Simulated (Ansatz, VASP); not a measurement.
**One calculation of Be, two programs**

```
CELL_PARAMETERS angstrom
1.72439 0.00000 0.00000
0.00000 1.72439 0.00000
0.00000 0.00000 1.72439
ATOMIC_POSITIONS crystal
Be 0.00000 0.00000 0.00000
```

Change from the starting cell: volume scaled by 0.5, LAPW.

Alike in both runs: task single point; functional PBE; k mesh 20 × 20 × 20; occupations fermi-dirac, width 0.1 eV; no spin polarisation.

|  | VASP | Ansatz |
| --- | --- | --- |
| version | VASP 6.6.1 | Ansatz 0.2.0 |
| potentials or method | VASP PAW PBE potentials, release 64 (Be), cutoff 600 eV | all-electron LAPW, scalar-relativistic |

|  | VASP | Ansatz | Ansatz less VASP |
| --- | --- | --- | --- |
| pressure (GPa) | 161.4 | 160.3 | -1.04 |

Both programs put the cell under a high pressure, so it lies far from rest at this level. Ansatz ran all-electron here, and VASP with PAW potentials.

Noted on VASP's run: the cell as given lies far from equilibrium.
